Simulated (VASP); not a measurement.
Input of a VASP 6.6.1 run:

Contents of POSCAR:

```
Cs
1.0
    5.5081496320      0.0000000000      0.0000000000
   -2.7540748160      4.7701975091      0.0000000000
    0.0000000000      0.0000000000      9.0682801942
Cs
2
Direct
    0.3333333333      0.6666666667      0.2500000000
    0.6666666667      0.3333333333      0.7500000000
```

Contents of INCAR.step1:

```
PREC = Accurate ; ENCUT = 520
ISMEAR = -1 ; SIGMA = 0.1
LREAL = F ; LASPH = T
NELM = 60 ; NBANDS = 16
GGA = PE ; ALGO = Normal
EDIFF = 1E-4 ; LWAVE = T
LCHARG = F
```

Contents of INCAR.step2:

```
PREC = Accurate ; ENCUT = 520
EDIFF = 1E-6 ; ISMEAR = -1
SIGMA = 0.1 ; LREAL = F
LASPH = T ; NELM = 60
ALGO = Normal ; ISIF = 2
LWAVE = F ; LCHARG = F
METAGGA = R2SCAN ; LMIXTAU = T
NBANDS = 16 ; ISTART = 1
```

The input KPOINTS:

```
regular mesh
0
Gamma
  8 8 4
```

Potentials or basis: VASP PAW PBE potentials, release 64 (Cs_sv).

Launch:

```sh
$ cat potpaw_PBE.64/Cs_sv/POTCAR > POTCAR
$ cp INCAR.step1 INCAR
$ mpirun -np 1 vasp_std > vasp.out
$ cp INCAR.step2 INCAR
$ mpirun -np 1 vasp_std > vasp.out
```

Task: Estimate the band gap on the k mesh.

Result: Zero (bands 9 and 10 overlap by 1.74 eV).

Task: Estimate the pressure.

Result: 0.1 GPa.

Caveat: the PAW data sets were made with another functional, which shifts forces and pressure a little; spin-orbit coupling is left out, which moves the levels of the heavy elements.
